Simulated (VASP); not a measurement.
# BN (P6_3/mmc) in VASP: further runs

Runs on BN. Level: r2SCAN. Tasks: single point.

Everything below comes from runs of VASP 6.6.1. Logs are shortened: lines on timing, memory, paths and dates and some standing lists are left out, and cuts for length are marked.

## 1. The cell of the first run

It takes space group P6_3/mmc (No. 194, hexagonal). The conventional cell has a = 2.501 Å, b = 2.501 Å, c = 7.012 Å, α = 90.00°, β = 90.00°, γ = 120.00°. B (site symmetry -6m2) has 3 N at 1.44 Å within 1.9 Å. N (site symmetry -6m2) has 3 B at 1.44 Å within 1.9 Å.

## 2. Single point, r2SCAN (strain along c alone, the other axes held: +2.0 %)

Contents of POSCAR:

```
BN
1.0
    2.5009264718      0.0000000000      0.0000000000
   -1.2504632359      2.1658658576      0.0000000000
    0.0000000000      0.0000000000      7.0117479524
B N
2 2
Direct
    0.3333333333      0.6666666667      0.2500000000
    0.6666666667      0.3333333333      0.7500000000
    0.3333333333      0.6666666667      0.7500000000
    0.6666666667      0.3333333333      0.2500000000
```

Contents of INCAR.step1:

```
  ALGO = Normal
  EDIFF = 1E-4
  ENCUT = 520
  GGA = PE
  ISMEAR = 0
  LASPH = True
  LCHARG = False
  LREAL = False
  LWAVE = True
  NBANDS = 16
  NELM = 80
  PREC = Accurate
  SIGMA = 0.02
```

Contents of INCAR.step2:

```
  ALGO = Normal
  EDIFF = 1E-6
  ENCUT = 520
  ISIF = 2
  ISMEAR = 0
  ISTART = 1
  LASPH = True
  LCHARG = False
  LMIXTAU = True
  LREAL = False
  LWAVE = False
  METAGGA = R2SCAN
  NBANDS = 16
  NELM = 80
  PREC = Accurate
  SIGMA = 0.02
```

Contents of KPOINTS:

```
k-points
0
Gamma
  12 12 4
```

Potentials or basis: VASP PAW PBE potentials, release 64 (B, N).

Launch:

```
> cat potpaw_PBE.64/B/POTCAR potpaw_PBE.64/N/POTCAR > POTCAR
> cp INCAR.step1 INCAR
> mpirun -np 1 vasp_std > vasp.out
> cp INCAR.step2 INCAR
> mpirun -np 1 vasp_std > vasp.out
```

OUTCAR:

```text
EDIFF = 1E-6
   ENCUT = 520
   ISIF = 2
   ISMEAR = 0
   ISTART = 1
   LASPH = True
   LREAL = False
   METAGGA = R2SCAN
   NELM = 80
   PREC = Accurate

 ion  position               nearest neighbor table
   1  0.333  0.667  0.250-   4 1.44   4 1.44   4 1.44
   2  0.667  0.333  0.750-   3 1.44   3 1.44   3 1.44
   3  0.333  0.667  0.750-   2 1.44   2 1.44   2 1.44
   4  0.667  0.333  0.250-   1 1.44   1 1.44   1 1.44

  LATTYP: Found a hexagonal cell.
 ALAT       =     2.5009264718
 C/A-ratio  =     2.8036601761

  Lattice vectors:

 A1 = (   2.5009264718,   0.0000000000,   0.0000000000)
 A2 = (  -1.2504632359,   2.1658658576,   0.0000000000)
 A3 = (   0.0000000000,   0.0000000000,   7.0117479524)

Analysis of symmetry for initial positions (statically):
=====================================================================
 Subroutine PRICEL returns:
 Original cell was already a primitive cell.

 Routine SETGRP: Setting up the symmetry group for a
 hexagonal supercell.

 Subroutine GETGRP returns: Found 24 space group operations
 (whereof 12 operations were pure point group operations)
 out of a pool of 24 trial point group operations.

The static configuration has the point symmetry D_3d.
 The point group associated with its full space group is D_6h.

Analysis of symmetry for dynamics (positions and initial velocities):
=====================================================================
 Subroutine PRICEL returns:
 Original cell was already a primitive cell.

 Routine SETGRP: Setting up the symmetry group for a
 hexagonal supercell.

 Subroutine GETGRP returns: Found 24 space group operations
 (whereof 12 operations were pure point group operations)
 out of a pool of 24 trial point group operations.

The dynamic configuration has the point symmetry D_3d.
 The point group associated with its full space group is D_6h.

 Subroutine INISYM returns: Found 24 space group operations
 (whereof 12 operations are pure point group operations),
 and found     1 'primitive' translations

----------------------------------------------------------------------------------------

                                     Primitive cell

  volume of cell :      37.9803

  direct lattice vectors                    reciprocal lattice vectors
     2.500926472  0.000000000  0.000000000     0.399851819  0.230854556  0.000000000
    -1.250463236  2.165865858  0.000000000     0.000000000  0.461709111  0.000000000
     0.000000000  0.000000000  7.011747952     0.000000000  0.000000000  0.142617790

  length of vectors
     2.500926472  2.500926472  7.011747952     0.461709111  0.461709111  0.142617790

  position of ions in fractional coordinates (direct lattice)
     0.333333333  0.666666667  0.250000000
     0.666666667  0.333333333  0.750000000
     0.333333333  0.666666667  0.750000000
     0.666666667  0.333333333  0.250000000

  ion indices of the primitive-cell ions
   primitive index   ion index
                 1           1
                 2           2
                 3           3
                 4           4

----------------------------------------------------------------------------------------

 KPOINTS: k-points

Automatic generation of k-mesh.
 Grid dimensions read from file:
 generate k-points for:   12   12    4

 Generating k-lattice:

  Cartesian coordinates                     Fractional coordinates (reciprocal lattice)
     0.033320985  0.019237880  0.000000000     0.083333333  0.000000000  0.000000000
     0.000000000  0.038475759  0.000000000     0.000000000  0.083333333  0.000000000
     0.000000000  0.000000000  0.035654448     0.000000000  0.000000000  0.250000000

  Length of vectors
     0.038475759  0.038475759  0.035654448

  Shift w.r.t. Gamma in fractional coordinates (k-lattice)
     0.000000000  0.000000000  0.000000000

 Subroutine IBZKPT returns following result:
 ===========================================

 Found     57 irreducible k-points:

 Following reciprocal coordinates:
            Coordinates               Weight
  0.000000  0.000000  0.000000      1.000000
  0.083333  0.000000  0.000000      6.000000
  0.166667  0.000000  0.000000      6.000000
  0.250000  0.000000  0.000000      6.000000
  0.333333  0.000000  0.000000      6.000000
  0.416667  0.000000  0.000000      6.000000
[... 16 lines left out ...]
  0.250000  0.000000  0.250000     12.000000
  0.333333  0.000000  0.250000     12.000000
 [... further k-points ...]
   k-points           NKPTS =     57   k-points in BZ     NKDIM =     57   number of bands    NBANDS=     16
   number of dos      NEDOS =    301   number of ions     NIONS =      4
   total plane-waves  NPLWV =  21600
   dimension x,y,z NGX =    20 NGY =   20 NGZ =   54
   dimension x,y,z NGXF=    40 NGYF=   40 NGZF=  108
   ions per type =               2   2
   NGX,Y,Z   is equivalent  to a cutoff of  13.29, 13.29, 12.80 a.u.
   NGXF,Y,Z  is equivalent  to a cutoff of  26.59, 26.59, 25.61 a.u.
 SYSTEM =  unknown system
   PREC   = accura    normal or accurate (medium, high low for compatibility)
   ISTART =      1    job   : 0-new  1-cont  2-samecut
   ICHARG =      0    charge: 1-file 2-atom 10-const
   ISPIN  =      1    spin polarized calculation?
   LNONCOLLINEAR =      F non collinear calculations
   LSORBIT =      F    spin-orbit coupling
   LASPH  =      T    aspherical Exc in radial PAW
   ENCUT  =  520.0 eV  38.22 Ry    6.18 a.u.   4.65  4.65 13.04*2*pi/ulx,y,z
   NELM   =     80;   NELMIN=  2; NELMDL=  0     # of ELM steps
   EDIFF  = 0.1E-05   stopping-criterion for ELM
   LREAL  =      F    real-space projection
   EDIFFG = 0.1E-04   stopping-criterion for IOM
   NSW    =      0    number of steps for IOM
   IBRION =     -1    ionic relax: 0-MD 1-quasi-New 2-CG
   NFREE  =      0    steps in history (QN), initial steepest desc. (CG)
   ISIF   =      2    stress and relaxation
   ISYM   =      2    0-nonsym 1-usesym 2-fastsym
   POTIM  = 0.5000    time-step for ionic-motion
   TEBEG  =    0.0;   TEEND  =   0.0 temperature during run
   PSTRESS=    0.0 pullay stress
   NELECT =      16.0000    total number of electrons
   NUPDOWN=      -1.0000    fix difference up-down
   EMIN   =  10.00;   EMAX   =-10.00  energy-range for DOS
   EFERMI =   0.00;   METHOD = LEGACY
   ISMEAR =     0;   SIGMA  =   0.02  broadening in eV -4-tet -1-fermi 0-gaus
   EFERMI_NEDOS =   21; number of points for ismear=-14 and -15
   IALGO  =     38    algorithm
   IMIX   =      4    mixing-type and parameters
     AMIX     =   0.40;   BMIX     =  1.00
     AMIX_MAG =   1.60;   BMIX_MAG =  1.00
  volume/ion in A,a.u.               =       9.50        64.08
  Fermi-wavevector in a.u.,A,eV,Ry     =   1.227237  2.319142 20.491891  1.506112
  Thomas-Fermi vector in A             =   2.362208
   LORBIT       =      0    0 simple, 1 ext, 2 COOP (PROOUT), +10 PAW based schemes
   METAGGA = R2SCAN    functional components
   LHFCALC =     F    Hartree Fock is set to
   AEXX    =    0.0000 exact exchange contribution
   IVDW    =     0    specifies the selected vdW correction
   LEPSILON=     F    determine dielectric tensor
   LRPA    =     F    only Hartree local field effects (RPA)
 non-spin polarized calculation
 Gauss-broadening in eV      SIGMA  =   0.02
  energy-cutoff  :      520.00
  volume of cell :       37.98
 maximum number of plane-waves:      1058
 NGX is ok and might be reduce to    20
   NGX =  9   NGY =  9   NGZ = 27

 number of electron      15.9999998 magnetization

 Free energy of the ion-electron system (eV)
  ---------------------------------------------------
  ext. energy  EPLUGINS =         0.00000000
  ---------------------------------------------------
  free energy    TOTEN  =       -38.59542776 eV

  energy without entropy =      -38.59542776  energy(sigma->0) =      -38.59542776

 E-fermi :   1.7248     XC(G=0): -10.3774

 val. band max:        1.6012428061   @ k =   0.3333   0.3333   0.5000
 cond. band min:       6.5567187252   @ k =   0.5000   0.0000   0.0000
 fundamental gap:      4.9554759191
 Fermi energy:         1.7247782284

 k-point     1 :       0.0000    0.0000    0.0000
  band No.  band energies     occupation
      1     -17.1701      2.00000
      2     -16.9812      2.00000
      3      -4.5751      2.00000
      4      -2.9046      2.00000
      5       0.2507      2.00000
      6       0.2507      2.00000
[... 8 lines left out ...]
     15      14.3554      0.00000
     16      15.8693      0.00000

 k-point     2 :       0.0833    0.0000    0.0000
  band No.  band energies     occupation
      1     -17.0289      2.00000
      2     -16.8431      2.00000
      3      -4.3813      2.00000
      4      -2.7264      2.00000
      5      -0.3370      2.00000
      6      -0.3206      2.00000
[... 8 lines left out ...]
     15      14.8830      0.00000
     16      15.3333      0.00000

 k-point     3 :       0.1667    0.0000    0.0000
  band No.  band energies     occupation
      1     -16.6131      2.00000
      2     -16.4366      2.00000
      3      -3.8074      2.00000
      4      -2.2023      2.00000
      5      -1.8252      2.00000
      6      -1.8053      2.00000
[... 8 lines left out ...]
     15      16.2817      0.00000
     16      16.3625      0.00000

 k-point     4 :       0.2500    0.0000    0.0000
  band No.  band energies     occupation
      1     -15.9524      2.00000
      2     -15.7924      2.00000
      3      -3.7108      2.00000
      4      -3.6768      2.00000
      5      -2.8815      2.00000
      6      -1.4487      2.00000
[... 8 lines left out ...]
     15      17.4539      0.00000
     16      18.6951      0.00000

 k-point     5 :       0.3333    0.0000    0.0000
  band No.  band energies     occupation
      1     -15.1201      2.00000
      2     -14.9865      2.00000
      3      -5.5817      2.00000
      4      -5.5334      2.00000
      5      -2.1071      2.00000
      6      -2.0693      2.00000
[... 8 lines left out ...]
     15      18.1818      0.00000
     16      21.3975      0.00000

 k-point     6 :       0.4167    0.0000    0.0000
  band No.  band energies     occupation
      1     -14.3012      2.00000
      2     -14.2107      2.00000
      3      -7.0643      2.00000
      4      -7.0124      2.00000
      5      -2.5390      2.00000
      6      -2.4995      2.00000
[... 8 lines left out ...]
     15      17.2720      0.00000
     16      20.6636      0.00000
[... 267 lines left out ...]
 k-point    21 :       0.0833    0.0000    0.2500
  band No.  band energies     occupation
      1     -17.0026      2.00000
      2     -16.8712      2.00000
      3      -4.1758      2.00000
      4      -3.0177      2.00000
      5      -0.3334      2.00000
      6      -0.3210      2.00000
[... 8 lines left out ...]
     15      15.0462      0.00000
     16      15.3163      0.00000

 k-point    22 :       0.1667    0.0000    0.2500
  band No.  band energies     occupation
      1     -16.5881      2.00000
      2     -16.4634      2.00000
      3      -3.6092      2.00000
      4      -2.4923      2.00000
      5      -1.8177      2.00000
      6      -1.7967      2.00000
[... 8 lines left out ...]
     15      16.2929      0.00000
     16      16.3502      0.00000

 k-point    23 :       0.2500    0.0000    0.2500
  band No.  band energies     occupation
      1     -15.9295      2.00000
      2     -15.8165      2.00000
      3      -3.7121      2.00000
      4      -3.6857      2.00000
      5      -2.6825      2.00000
      6      -1.6255      2.00000
[... 8 lines left out ...]
     15      18.7069      0.00000
     16      18.7677      0.00000

 k-point    24 :       0.3333    0.0000    0.2500
  band No.  band energies     occupation
      1     -15.1011      2.00000
      2     -15.0066      2.00000
      3      -5.5763      2.00000
      4      -5.5420      2.00000
      5      -2.1015      2.00000
      6      -2.0749      2.00000
[... 8 lines left out ...]
     15      19.1556      0.00000
     16      21.1441      0.00000

 [... further k-points ...]
[... 5 lines left out ...]
  --------------------------------------------------------------------------------------
  -------------------------------------------------------------------------------------
  Total        0.1588588      0.1588588     -0.1425638      0.0000000     -0.0000000      0.0000000
  in kB        6.7013635      6.7013635     -6.0139668      0.0000000     -0.0000000      0.0000000
  external PRESSURE =       2.4629201 kB  Pullay stress =       0.0000000 kB

 VOLUME and BASIS-vectors are now :
 -----------------------------------------------------------------------------
  energy-cutoff  :      520.00
  volume of cell :       37.98
      direct lattice vectors                 reciprocal lattice vectors
     2.500926472  0.000000000  0.000000000     0.399851819  0.230854556  0.000000000
    -1.250463236  2.165865858  0.000000000     0.000000000  0.461709111  0.000000000
     0.000000000  0.000000000  7.011747952     0.000000000  0.000000000  0.142617790

 POSITION                                       TOTAL-FORCE (eV/Angst)
 -----------------------------------------------------------------------------------
     -0.00000      1.44391      1.75294         0.000000      0.000000      0.000000
      1.25046      0.72196      5.25881        -0.000000     -0.000000      0.000000
     -0.00000      1.44391      5.25881         0.000000     -0.000000      0.000000
      1.25046      0.72196      1.75294        -0.000000      0.000000      0.000000
 -----------------------------------------------------------------------------------
    total drift:                               -0.000000      0.000000      0.000000

  FREE ENERGIE OF THE ION-ELECTRON SYSTEM (eV)
  ---------------------------------------------------
  free  energy   TOTEN  =       -38.5954277558 eV

  energy  without entropy=      -38.5954277558  energy(sigma->0) =      -38.59542776
```

It took 1.7 min on 1 thread of Intel Xeon Platinum 8259CL at 2.50GHz (Skylake/Cascade Lake), shared host; peak memory 0.17 GiB.

What came out:

```yaml
Free_energy: -38.5954 eV
Pressure: 0.2 GPa
Band_gap_on_the_k_mesh: 4.96 eV, indirect (least direct gap 5.38 eV)
```

Stress tensor (GPa, compression positive):
```
 0.67  0.00  0.00
 0.00  0.67  0.00
 0.00  0.00 -0.60
```

Levels at points of the mesh, in eV from the valence-band top:
```tsv
k point	band 6	band 7	band 8	band 9	band 10	band 11
(0.00, 0.00, 0.00)	-1.35	-1.33	-1.33	5.28	10.33	12.35
(0.50, 0.00, 0.00)	-4.25	-1.30	-0.55	4.96	6.12	10.20
(0.00, 0.00, 0.50)	-1.34	-1.34	-1.34	7.46	7.46	12.39
(0.50, 0.00, 0.50)	-4.27	-0.92	-0.92	5.37	5.37	10.63
```

Caveat: the cell differs from its parent crystal (strain along c alone, the other axes held: +2.0 %); the PAW data sets were made with another functional, which shifts forces and pressure a little. A k mesh can miss the band edges.

## 3. Single point, r2SCAN (strain along c alone, the other axes held: +4.0 %)

POSCAR: that of step 2 with these lines changed.

```diff
@@ -4,3 +4,3 @@
    -1.2504632359      2.1658658576      0.0000000000
-    0.0000000000      0.0000000000      7.0117479524
+    0.0000000000      0.0000000000      7.1492332063
 B N
```

Contents of INCAR.step1:

```
SYSTEM = BN
PREC = Accurate
ENCUT = 520
ISMEAR = 0
SIGMA = 0.02
LREAL = .False.
LASPH = .True.
NELM = 60
NBANDS = 16
GGA = PE
ALGO = Normal
EDIFF = 1E-4
LWAVE = .True.
LCHARG = .False.
```

Contents of INCAR.step2:

```
SYSTEM = BN
PREC = Accurate
ENCUT = 520
EDIFF = 1E-6
ISMEAR = 0
SIGMA = 0.02
LREAL = .False.
LASPH = .True.
NELM = 60
ALGO = Normal
ISIF = 2
LWAVE = .False.
LCHARG = .False.
METAGGA = R2SCAN
LMIXTAU = .True.
NBANDS = 16
ISTART = 1
```

Contents of KPOINTS:

```
regular mesh
0
Gamma
  12 12 4
  0 0 0
```

Potentials or basis: VASP PAW PBE potentials, release 64 (B, N).

Launch:

```
> cat potpaw_PBE.64/B/POTCAR potpaw_PBE.64/N/POTCAR > POTCAR
> cp INCAR.step1 INCAR
> mpirun -np 1 vasp_std > vasp.out
> cp INCAR.step2 INCAR
> mpirun -np 1 vasp_std > vasp.out
```

Wall time 1.8 min (1 thread of Intel Xeon Platinum 8259CL at 2.50GHz (Skylake/Cascade Lake), shared host); peak memory 0.17 GiB.

It converged, with:

```yaml
Free_energy: -38.5933 eV
Pressure: 0.1 GPa
Band_gap_on_the_k_mesh: 4.98 eV, indirect (least direct gap 5.38 eV)
```

Stress tensor (GPa, compression positive):
```
 0.65  0.00  0.00
 0.00  0.65  0.00
 0.00  0.00 -0.86
```

Levels at points of the mesh, in eV from the valence-band top:
```csv
k point,band 4,band 5,band 6,band 7,band 8,band 9,band 10,band 11,band 12,band 13
"(0.00, 0.00, 0.00)",-4.60,-1.35,-1.35,-1.33,-1.33,5.17,10.06,12.35,12.35,12.43
"(0.50, 0.00, 0.00)",-9.23,-4.29,-4.26,-1.26,-0.59,4.98,6.05,10.19,10.74,12.95
"(0.00, 0.00, 0.50)",-5.43,-1.34,-1.34,-1.34,-1.34,7.25,7.25,12.39,12.39,12.39
"(0.50, 0.00, 0.50)",-9.25,-4.27,-4.27,-0.92,-0.92,5.37,5.37,10.62,10.62,13.89
```

Caveat: the cell differs from its parent crystal (strain along c alone, the other axes held: +4.0 %); the PAW data sets were made with another functional, which shifts forces and pressure a little. A k mesh can miss the band edges.

(Part 1 of 2 ends here.)
